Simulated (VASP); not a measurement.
Write the native input for VASP 6.6.1 that does the following.

```
Task                   : single point
Functional             : PBEsol
Potentials or basis    : VASP PAW PBE potentials, release 64 (Ge_d)
Cutoff                 : 520 eV
k mesh                 : 14 × 14 × 14
Occupations            : gaussian, width 0.1 eV
Spin                   : no spin polarisation
Dipole correction      : no
Further INCAR settings : ALGO = Normal; EDIFF = 1e-06; NBANDS = 21
```

The structure of Ge lies in POSCAR:

```
Ge
1.0
    0.0000000000      2.8935412438      2.8935412438
    2.8935412438      0.0000000000      2.8935412438
    2.8935412438      2.8935412438      0.0000000000
Ge
2
Direct
    0.0000000000      0.0000000000      0.0000000000
    0.2500000000      0.2500000000      0.2500000000
```

This cell differs from its parent crystal: volume scaled by 1.06.

One way to write it, as run:

INCAR

```
ALGO = Normal
EDIFF = 1E-6
ENCUT = 520
GGA = PS
ISIF = 2
ISMEAR = 0
LASPH = True
LCHARG = True
LELF = True
LREAL = False
LVHAR = True
LWAVE = False
NBANDS = 21
NELM = 60
PREC = Accurate
SIGMA = 0.1
```

KPOINTS

```
k-points
0
Gamma
  14 14 14
```

Potentials or basis: VASP PAW PBE potentials, release 64 (Ge_d).

Launch:

```sh
$ cat potpaw_PBE.64/Ge_d/POTCAR > POTCAR
$ mpirun -np 1 vasp_std > vasp.out
```

Results of the run:

* Pressure: -3.8 GPa
* Band gap on the k mesh: zero (band 14 reaches 4.22 eV, above the bottom of band 15 at 4.15 eV)

Caveat: the PAW data sets were made with another functional, which shifts forces and pressure a little.

Wall time 62 s on 1 thread of AMD EPYC 7R43 64-Core Processor (Zen 3), with other jobs on the host, peak memory 0.18 GiB.
